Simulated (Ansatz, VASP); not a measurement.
TiAl3 in VASP and in Ansatz

File INCAR:

```
SYSTEM = TiAl3
  PREC = Accurate
  ENCUT = 520
  EDIFF = 1E-7
  ISMEAR = -1
  SIGMA = 0.05
  LREAL = .False.
  LASPH = .True.
  NELM = 100
  ALGO = Normal
  ISIF = 2
  LWAVE = .False.
  LCHARG = .False.
  GGA = PS
  NBANDS = 18
```

The input KPOINTS:

```
regular mesh
0
Gamma
  13 13 13
  0 0 0
```

File POSCAR:

```
TiAl3
1.0
   -1.9081328214      1.9081328214      4.2754998564
    1.9081328214     -1.9081328214      4.2754998564
    1.9081328214      1.9081328214     -4.2754998564
Ti Al
1 3
Direct
    0.0000000000      0.0000000000      0.0000000000
    0.5000000000      0.5000000000      0.0000000000
    0.7500000000      0.2500000000      0.5000000000
    0.2500000000      0.7500000000      0.5000000000
```

Input for Ansatz:

```yaml
crystal:
  lattice:
    - [-1.9081328214, 1.9081328214, 4.2754998564]
    - [1.9081328214, -1.9081328214, 4.2754998564]
    - [1.9081328214, 1.9081328214, -4.2754998564]
  atoms:
    - { symbol: Ti, position: [0.0, 0.0, 0.0] }
    - { symbol: Al, position: [0.5, 0.5, 0.0] }
    - { symbol: Al, position: [0.75, 0.25, 0.5] }
    - { symbol: Al, position: [0.25, 0.75, 0.5] }
kpoints:
  mp_grid: { grid: [13, 13, 13] }
scf:
  occupations: { method: fermi_dirac, width: 0.05 }
hamiltonian:
  xc: pbesol
  pseudopotentials: { kind: paw }
output:
  forces: true
  stress: true
  eigenvalues: true
  populations: true
```

Alike in both runs: task single point; functional PBEsol; k mesh 13 × 13 × 13; occupations fermi-dirac, width 0.05 eV; no spin polarisation.

|  | VASP | Ansatz |
| --- | --- | --- |
| version | VASP 6.6.1 | Ansatz 0.2.0 |
| potentials or method | VASP PAW PBE potentials, release 64 (Ti_sv, Al) | PAW with Ansatz's default frozen-core files, scalar-relativistic |
| plane-wave cutoff (eV) | 520 | 420 |
| valence electrons in the cell | 21 | 21 |

```tsv
	VASP	Ansatz	Ansatz less VASP
pressure (GPa)	0.1	0.0	-0.10
```

VASP's potentials were made for PBE, not for PBEsol.
